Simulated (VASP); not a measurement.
# TaN in VASP: a series of runs, part 2 of 3

VASP 6.6.1. The steps go on from the part before.

**3. Single point, r2SCAN**

This run uses another cell than the first one: it holds 2 atoms, not 4.

The input, POSCAR:

```
TaN
1.0
    0.0000000000      2.1180363405      2.1180363405
    2.1180363405      0.0000000000      2.1180363405
    2.1180363405      2.1180363405      0.0000000000
Ta N
1 1
Direct
    0.5000000000      0.5000000000      0.5000000000
    0.0000000000      0.0000000000      0.0000000000
```

The input, INCAR.step1:

```
SYSTEM = TaN
PREC     = Accurate       ! precision mode
ENCUT    = 770            ! plane-wave cutoff, eV
ISMEAR   = 0              ! smearing method
SIGMA    = 0.1            ! smearing width, eV
LREAL    = .FALSE.        ! projectors in reciprocal space
LASPH    = .TRUE.         ! aspherical terms in the spheres
NELM     = 120            ! most SCF steps
NBANDS   = 16             ! bands
GGA      = PE             ! functional
ALGO     = Normal         ! electronic algorithm
EDIFF    = 1E-5           ! SCF threshold, eV
LWAVE    = .TRUE.         ! write WAVECAR
LCHARG   = .FALSE.        ! write CHGCAR
GGA_COMPAT= .FALSE.
```

The input, INCAR.step2:

```
SYSTEM = TaN
PREC     = Accurate       ! precision mode
ENCUT    = 770            ! plane-wave cutoff, eV
EDIFF    = 1E-6           ! SCF threshold, eV
ISMEAR   = 0              ! smearing method
SIGMA    = 0.1            ! smearing width, eV
LREAL    = .FALSE.        ! projectors in reciprocal space
LASPH    = .TRUE.         ! aspherical terms in the spheres
NELM     = 120            ! most SCF steps
ALGO     = Normal         ! electronic algorithm
ISIF     = 2              ! what is computed and relaxed
LWAVE    = .FALSE.        ! write WAVECAR
LCHARG   = .TRUE.         ! write CHGCAR
METAGGA  = R2SCAN         ! meta-GGA
LMIXTAU  = .TRUE.       
LELF     = .TRUE.         ! ELF
LVHAR    = .TRUE.       
NBANDS   = 16             ! bands
ISTART   = 1            
GGA_COMPAT= .FALSE.
```

The input, KPOINTS:

```
Automatic mesh
0
G
  16 16 16
  0 0 0
```

Potentials or basis: VASP PAW PBE potentials, release 64 (Ta_sv_GW, N).

On the command line:

```sh
cat potpaw_PBE.64/Ta_sv_GW/POTCAR potpaw_PBE.64/N/POTCAR > POTCAR
cp INCAR.step1 INCAR
mpirun -np 1 vasp_std > vasp.out
cp INCAR.step2 INCAR
mpirun -np 1 vasp_std > vasp.out
```

OUTCAR:

```text
SYSTEM = TaN
   PREC = Accurate
   ENCUT = 770
   EDIFF = 1E-6
   ISMEAR = 0
   LREAL = .FALSE.
   LASPH = .TRUE.
   NELM = 120
   ISIF = 2
   METAGGA = R2SCAN
   ISTART = 1

 ion  position               nearest neighbor table
   1  0.500  0.500  0.500-   2 2.12   2 2.12   2 2.12   2 2.12   2 2.12   2 2.12
   2  0.000  0.000  0.000-   1 2.12   1 2.12   1 2.12   1 2.12   1 2.12   1 2.12

  LATTYP: Found a face centered cubic cell.
 ALAT       =     4.2360726810

  Lattice vectors:

 A1 = (   0.0000000000,   2.1180363405,   2.1180363405)
 A2 = (   2.1180363405,   0.0000000000,   2.1180363405)
 A3 = (   2.1180363405,   2.1180363405,   0.0000000000)

Analysis of symmetry for initial positions (statically):
=====================================================================
 Subroutine PRICEL returns:
 Original cell was already a primitive cell.

 Routine SETGRP: Setting up the symmetry group for a
 face centered cubic supercell.

 Subroutine GETGRP returns: Found 48 space group operations
 (whereof 48 operations were pure point group operations)
 out of a pool of 48 trial point group operations.

The static configuration has the point symmetry O_h .

Analysis of symmetry for dynamics (positions and initial velocities):
=====================================================================
 Subroutine PRICEL returns:
 Original cell was already a primitive cell.

 Routine SETGRP: Setting up the symmetry group for a
 face centered cubic supercell.

 Subroutine GETGRP returns: Found 48 space group operations
 (whereof 48 operations were pure point group operations)
 out of a pool of 48 trial point group operations.

The dynamic configuration has the point symmetry O_h .

 Subroutine INISYM returns: Found 48 space group operations
 (whereof 48 operations are pure point group operations),
 and found     1 'primitive' translations

----------------------------------------------------------------------------------------

                                     Primitive cell

  volume of cell :      19.0034

  direct lattice vectors                    reciprocal lattice vectors
     0.000000000  2.118036340  2.118036340    -0.236067715  0.236067715  0.236067715
     2.118036340  0.000000000  2.118036340     0.236067715 -0.236067715  0.236067715
     2.118036340  2.118036340  0.000000000     0.236067715  0.236067715 -0.236067715

  length of vectors
     2.995355718  2.995355718  2.995355718     0.408881277  0.408881277  0.408881277

  position of ions in fractional coordinates (direct lattice)
     0.500000000  0.500000000  0.500000000
     0.000000000  0.000000000  0.000000000

  ion indices of the primitive-cell ions
   primitive index   ion index
                 1           1
                 2           2

----------------------------------------------------------------------------------------

 KPOINTS: Automatic mesh

Automatic generation of k-mesh.
 Grid dimensions read from file:
 generate k-points for:   16   16   16

 Generating k-lattice:

  Cartesian coordinates                     Fractional coordinates (reciprocal lattice)
    -0.014754232  0.014754232  0.014754232     0.062500000  0.000000000  0.000000000
     0.014754232 -0.014754232  0.014754232     0.000000000  0.062500000  0.000000000
     0.014754232  0.014754232 -0.014754232     0.000000000  0.000000000  0.062500000

  Length of vectors
     0.025555080  0.025555080  0.025555080

  Shift w.r.t. Gamma in fractional coordinates (k-lattice)
     0.000000000  0.000000000  0.000000000

 Subroutine IBZKPT returns following result:
 ===========================================

 Found    145 irreducible k-points:

 Following reciprocal coordinates:
            Coordinates               Weight
  0.000000  0.000000  0.000000      1.000000
  0.062500  0.000000  0.000000      8.000000
  0.125000  0.000000  0.000000      8.000000
  0.187500  0.000000  0.000000      8.000000
  0.250000  0.000000  0.000000      8.000000
  0.312500  0.000000  0.000000      8.000000
[... 16 lines left out ...]
 -0.125000  0.062500  0.000000     24.000000
 -0.062500  0.062500  0.000000     12.000000
 [... further k-points ...]
   k-points           NKPTS =    145   k-points in BZ     NKDIM =    145   number of bands    NBANDS=     16
   number of dos      NEDOS =    301   number of ions     NIONS =      2
   total plane-waves  NPLWV =  21952
   dimension x,y,z NGX =    28 NGY =   28 NGZ =   28
   dimension x,y,z NGXF=    56 NGYF=   56 NGZF=   56
   ions per type =               1   1
   NGX,Y,Z   is equivalent  to a cutoff of  15.54, 15.54, 15.54 a.u.
   NGXF,Y,Z  is equivalent  to a cutoff of  31.08, 31.08, 31.08 a.u.
 SYSTEM =  TaN
   PREC   = accura    normal or accurate (medium, high low for compatibility)
   ISTART =      1    job   : 0-new  1-cont  2-samecut
   ICHARG =      0    charge: 1-file 2-atom 10-const
   ISPIN  =      1    spin polarized calculation?
   LNONCOLLINEAR =      F non collinear calculations
   LSORBIT =      F    spin-orbit coupling
   LASPH  =      T    aspherical Exc in radial PAW
   ENCUT  =  770.0 eV  56.59 Ry    7.52 a.u.   6.78  6.78  6.78*2*pi/ulx,y,z
   NELM   =    120;   NELMIN=  2; NELMDL=  0     # of ELM steps
   EDIFF  = 0.1E-05   stopping-criterion for ELM
   LREAL  =      F    real-space projection
   EDIFFG = 0.1E-04   stopping-criterion for IOM
   NSW    =      0    number of steps for IOM
   IBRION =     -1    ionic relax: 0-MD 1-quasi-New 2-CG
   NFREE  =      0    steps in history (QN), initial steepest desc. (CG)
   ISIF   =      2    stress and relaxation
   ISYM   =      2    0-nonsym 1-usesym 2-fastsym
   POTIM  = 0.5000    time-step for ionic-motion
   TEBEG  =    0.0;   TEEND  =   0.0 temperature during run
   PSTRESS=    0.0 pullay stress
   NELECT =      18.0000    total number of electrons
   NUPDOWN=      -1.0000    fix difference up-down
   EMIN   =  10.00;   EMAX   =-10.00  energy-range for DOS
   EFERMI =   0.00;   METHOD = LEGACY
   ISMEAR =     0;   SIGMA  =   0.10  broadening in eV -4-tet -1-fermi 0-gaus
   EFERMI_NEDOS =   21; number of points for ismear=-14 and -15
   IALGO  =     38    algorithm
   IMIX   =      4    mixing-type and parameters
     AMIX     =   0.40;   BMIX     =  1.00
     AMIX_MAG =   1.60;   BMIX_MAG =  1.00
  volume/ion in A,a.u.               =       9.50        64.12
  Fermi-wavevector in a.u.,A,eV,Ry     =   1.607764  3.038233 35.169762  2.584905
  Thomas-Fermi vector in A             =   2.703741
   LORBIT       =      0    0 simple, 1 ext, 2 COOP (PROOUT), +10 PAW based schemes
   METAGGA = R2SCAN    functional components
   LHFCALC =     F    Hartree Fock is set to
   AEXX    =    0.0000 exact exchange contribution
   IVDW    =     0    specifies the selected vdW correction
   LEPSILON=     F    determine dielectric tensor
   LRPA    =     F    only Hartree local field effects (RPA)
 non-spin polarized calculation
 Gauss-broadening in eV      SIGMA  =   0.10
  energy-cutoff  :      770.00
  volume of cell :       19.00
 maximum number of plane-waves:       941
   NGX = 13   NGY = 13   NGZ = 13

 number of electron      18.0000001 magnetization

 Free energy of the ion-electron system (eV)
  ---------------------------------------------------
  ext. energy  EPLUGINS =         0.00000000
  ---------------------------------------------------
  free energy    TOTEN  =       -61.88274464 eV

  energy without entropy =      -61.87787389  energy(sigma->0) =      -61.88030927

 E-fermi :  15.6782     XC(G=0): -15.5180

 val. band max:       15.6656631507   @ k =  -0.1250   0.1250   0.0000
 cond. band min:      15.6951745494   @ k =  -0.4375   0.1875   0.0000
 fundamental gap:      0.0295113988
 Fermi energy:        15.6781653366

 k-point     1 :       0.0000    0.0000    0.0000
  band No.  band energies     occupation
      1     -55.7985      2.00000
      2     -21.2250      2.00000
      3     -21.2250      2.00000
      4     -21.2250      2.00000
      5      -5.2597      2.00000
      6      11.1978      2.00000
[... 8 lines left out ...]
     15      25.3533      0.00000
     16      42.6692      0.00000
[... 419 lines left out ...]
 k-point    24 :      -0.0625    0.0625    0.0000
  band No.  band energies     occupation
      1     -55.7884      2.00000
      2     -21.3598      2.00000
      3     -21.2587      2.00000
      4     -21.2268      2.00000
      5      -4.9462      2.00000
      6       9.8793      2.00000
[... 8 lines left out ...]
     15      26.2438      0.00000
     16      39.4415      0.00000

 [... further k-points ...]

------------------------ aborting loop because EDIFF is reached ----------------------------------------

  FORCE on cell =-STRESS in cart. coord.  units (eV):
  Direction    XX          YY          ZZ          XY          YZ          ZX
  --------------------------------------------------------------------------------------
  -------------------------------------------------------------------------------------
  Total        5.9894574      5.9894574      5.9894574      0.0000000      0.0000000      0.0000000
  in kB      504.9726338    504.9726338    504.9726338      0.0000000      0.0000000      0.0000000
  external PRESSURE =     504.9726338 kB  Pullay stress =       0.0000000 kB

 VOLUME and BASIS-vectors are now :
 -----------------------------------------------------------------------------
  energy-cutoff  :      770.00
  volume of cell :       19.00
      direct lattice vectors                 reciprocal lattice vectors
     0.000000000  2.118036340  2.118036340    -0.236067715  0.236067715  0.236067715
     2.118036340  0.000000000  2.118036340     0.236067715 -0.236067715  0.236067715
     2.118036340  2.118036340  0.000000000     0.236067715  0.236067715 -0.236067715

 POSITION                                       TOTAL-FORCE (eV/Angst)
 -----------------------------------------------------------------------------------
      2.11804      2.11804      2.11804        -0.000000     -0.000000      0.000000
      0.00000      0.00000      0.00000         0.000000      0.000000     -0.000000
 -----------------------------------------------------------------------------------
    total drift:                                0.000000      0.000000      0.000000

  FREE ENERGIE OF THE ION-ELECTRON SYSTEM (eV)
  ---------------------------------------------------
  free  energy   TOTEN  =       -61.8827446420 eV

  energy  without entropy=      -61.8778738926  energy(sigma->0) =      -61.88030927
```

It took 4.9 min on 1 thread of Intel Xeon Platinum 8259CL at 2.50GHz (Skylake/Cascade Lake), shared host; peak memory 0.24 GiB.

What came out:

* Free energy: -61.8827 eV
* Pressure: 50.5 GPa
* Band gap on the k mesh: zero (bands 9 and 10 overlap by 4.81 eV)

Caveat: the cell stands under pressure; the PAW data sets were made with another functional, which shifts forces and pressure a little; spin-orbit coupling is left out, which moves the levels of the heavy elements.

**4. Single point, r2SCAN (9.67 Å³/atom)**

The input, POSCAR:

```
TaN
1.0
    0.0000000000      2.1302346077      2.1302346077
    2.1302346077      0.0000000000      2.1302346077
    2.1302346077      2.1302346077      0.0000000000
Ta N
1 1
Direct
    0.5000000000      0.5000000000      0.5000000000
    0.0000000000      0.0000000000      0.0000000000
```

The input, INCAR.step1:

```
PREC     = Accurate       # precision mode
ENCUT    = 770            # plane-wave cutoff, eV
ISMEAR   = 0              # smearing method
SIGMA    = 0.1            # smearing width, eV
LREAL    = F              # projectors in reciprocal space
LASPH    = T              # aspherical terms in the spheres
NELM     = 120            # most SCF steps
NBANDS   = 16             # bands
GGA      = PE             # functional
ALGO     = Normal         # electronic algorithm
EDIFF    = 1E-5           # SCF threshold, eV
LWAVE    = T              # write WAVECAR
LCHARG   = F              # write CHGCAR
GGA_COMPAT= F
```

The input, INCAR.step2:

```
PREC     = Accurate       # precision mode
ENCUT    = 770            # plane-wave cutoff, eV
EDIFF    = 1E-6           # SCF threshold, eV
ISMEAR   = 0              # smearing method
SIGMA    = 0.1            # smearing width, eV
LREAL    = F              # projectors in reciprocal space
LASPH    = T              # aspherical terms in the spheres
NELM     = 120            # most SCF steps
ALGO     = Normal         # electronic algorithm
ISIF     = 2              # what is computed and relaxed
LWAVE    = F              # write WAVECAR
LCHARG   = F              # write CHGCAR
METAGGA  = R2SCAN         # meta-GGA
LMIXTAU  = T            
NBANDS   = 16             # bands
ISTART   = 1            
GGA_COMPAT= F
```

The input, KPOINTS:

```
regular mesh
0
Gamma
  16 16 16
```

On the command line:

```sh
cat potpaw_PBE.64/Ta_sv_GW/POTCAR potpaw_PBE.64/N/POTCAR > POTCAR
cp INCAR.step1 INCAR
mpirun -np 1 vasp_std > vasp.out
cp INCAR.step2 INCAR
mpirun -np 1 vasp_std > vasp.out
```

Run time: 5.3 min. Hardware: 1 thread of AMD EPYC 7R43 (Zen 3), shared host; peak memory 0.21 GiB.

The run converged. Its results:

```yaml
Free_energy: -61.9772 eV
Pressure: 41.1 GPa
Band_gap_on_the_k_mesh: zero (bands 9 and 10 overlap by 4.69 eV)
```

Levels at points of the mesh, in eV from the Fermi level:
```csv
k point,band 5,band 6,band 7,band 8,band 9,band 10,band 11,band 12,band 13,band 14
"(0.00, 0.00, 0.00)",-20.79,-4.43,-4.43,-4.43,-2.43,-2.43,-2.43,0.19,0.19,2.64
"(0.50, 0.00, 0.00)",-17.17,-11.64,-8.72,-8.72,2.26,2.26,2.40,4.35,8.94,8.94
"(0.50, 0.50, 0.00)",-19.57,-7.24,-6.30,-5.21,-5.21,2.59,4.15,4.15,5.83,8.62
```

Caveat: the cell stands under pressure; the PAW data sets were made with another functional, which shifts forces and pressure a little; spin-orbit coupling is left out, which moves the levels of the heavy elements.

**5. Single point, r2SCAN**

This run uses another cell than the first one: it holds 2 atoms, not 4.

The input, POSCAR:

```
TaN
1.0
    0.0000000000      2.1790000000      2.1790000000
    2.1790000000      0.0000000000      2.1790000000
    2.1790000000      2.1790000000      0.0000000000
Ta N
1 1
Direct
    0.5000000000      0.5000000000      0.5000000000
    0.0000000000      0.0000000000      0.0000000000
```

The input, INCAR.step1:

```
SYSTEM = TaN
  ALGO = Normal
  EDIFF = 1E-5
  ENCUT = 770
  GGA = PE
  GGA_COMPAT = .False.
  ISMEAR = 0
  LASPH = .True.
  LCHARG = .False.
  LREAL = .False.
  LWAVE = .True.
  NBANDS = 16
  NELM = 120
  PREC = Accurate
  SIGMA = 0.1
```

The input, INCAR.step2:

```
SYSTEM = TaN
  ALGO = Normal
  EDIFF = 1E-6
  ENCUT = 770
  GGA_COMPAT = .False.
  ISIF = 2
  ISMEAR = 0
  ISTART = 1
  LASPH = .True.
  LCHARG = .False.
  LMIXTAU = .True.
  LREAL = .False.
  LWAVE = .False.
  METAGGA = R2SCAN
  NBANDS = 16
  NELM = 120
  PREC = Accurate
  SIGMA = 0.1
```

The input, KPOINTS:

```
k-points
0
Gamma
  16 16 16
  0 0 0
```

On the command line:

```sh
cat potpaw_PBE.64/Ta_sv_GW/POTCAR potpaw_PBE.64/N/POTCAR > POTCAR
cp INCAR.step1 INCAR
mpirun -np 1 vasp_std > vasp.out
cp INCAR.step2 INCAR
mpirun -np 1 vasp_std > vasp.out
```

Run time: 3.8 min. Hardware: 1 thread of Intel Xeon Platinum 8375C at 2.90GHz (Ice Lake), shared host; peak memory 0.24 GiB.

Results (log left out):

| Property | Result |
| --- | --- |
| Free energy | -62.1868 eV |
| Pressure | 9.9 GPa |
| Band gap on the k mesh | zero (bands 9 and 10 overlap by 4.25 eV) |

Levels at points of the mesh, in eV from the Fermi level:
| k point | band 6 | band 7 | band 8 | band 9 | band 10 | band 11 | band 12 | band 13 |
| --- | --- | --- | --- | --- | --- | --- | --- | --- |
| (0.00, 0.00, 0.00) | -4.23 | -4.23 | -4.23 | -2.23 | -2.23 | -2.23 | 0.18 | 0.18 |
| (0.50, 0.00, 0.00) | -11.05 | -8.18 | -8.18 | 2.03 | 2.03 | 2.16 | 4.12 | 8.15 |
| (0.50, 0.50, 0.00) | -7.14 | -5.79 | -5.07 | -5.07 | 2.35 | 3.72 | 3.72 | 5.04 |

Caveat: the cell stands under pressure; the PAW data sets were made with another functional, which shifts forces and pressure a little; spin-orbit coupling is left out, which moves the levels of the heavy elements.

[end of part 2 of 3]

The gap in the log of VASP goes by the Fermi energy; the results here count the filled bands.